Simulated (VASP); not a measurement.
Input of a VASP 6.6.1 run:

File INCAR:

```
PREC = Accurate
ENCUT = 600
EDIFF = 1E-6
ISMEAR = 0
SIGMA = 0.1
LREAL = False
LASPH = True
NELM = 100
ALGO = Normal
ISIF = 3
LWAVE = False
LCHARG = False
GGA = PE
IBRION = 2
NSW = 90
EDIFFG = -0.04
```

Contents of KPOINTS:

```
regular mesh
0
Gamma
  6 6 2
```

Contents of POSCAR:

```
HfZrSe4
1.0
    4.1526347100      0.0000000000      0.0000000000
   -2.0763173600      3.5962871500      0.0000000000
    0.0000000000      0.0000000000      9.1100879500
Zr Hf Se
1 1 4
Direct
    0.0000000000      0.0000000000      0.5000000000
    0.0000000000      0.0000000000      0.0000000000
    0.3333333300      0.6666666700      0.7664294200
    0.3333333300      0.6666666700      0.2335705800
    0.6666666700      0.3333333300      0.7664294200
    0.6666666700      0.3333333300      0.2335705800
```

Potentials or basis: VASP PAW PBE potentials, release 64 (Zr_sv, Hf_pv, Se).

The run is started by

```bash
$ cat potpaw_PBE.64/Zr_sv/POTCAR potpaw_PBE.64/Hf_pv/POTCAR potpaw_PBE.64/Se/POTCAR > POTCAR
$ mpirun -np 1 vasp_std > vasp.out
```

Q: Estimate the relaxed volume.

A: 20.32 Å³/atom.

Q: Estimate the relaxed cell.

A: a = 4.752 Å, b = 4.752 Å, c = 6.236 Å, α = 90.00°, β = 90.00°, γ = 120.00°.

Q: What does it give for the space group after relaxing (to 0.1 Å)?

A: P6/mmm (No. 191).

Q: Estimate the band gap on the k mesh.

A: Zero (bands 23 and 24 overlap by 0.80 eV).

Final structure:
```yaml
crystal:
  lattice:
    - [4.75176, 0.00000, 0.00000]
    - [-2.37588, 4.11515, 0.00000]
    - [0.00000, 0.00000, 6.23580]
  atoms:
    - { symbol: Zr, position: [0.00000, 0.00000, 0.50000] }
    - { symbol: Hf, position: [0.00000, 0.00000, 0.00000] }
    - { symbol: Se, position: [0.33333, 0.66667, 0.74937] }
    - { symbol: Se, position: [0.33333, 0.66667, 0.25063] }
    - { symbol: Se, position: [0.66667, 0.33333, 0.74937] }
    - { symbol: Se, position: [0.66667, 0.33333, 0.25063] }
```

Caveat: a cell axis changed by over 15 % at a fixed basis, so the end point is rough; spin-orbit coupling is left out, which moves the levels of the heavy elements.
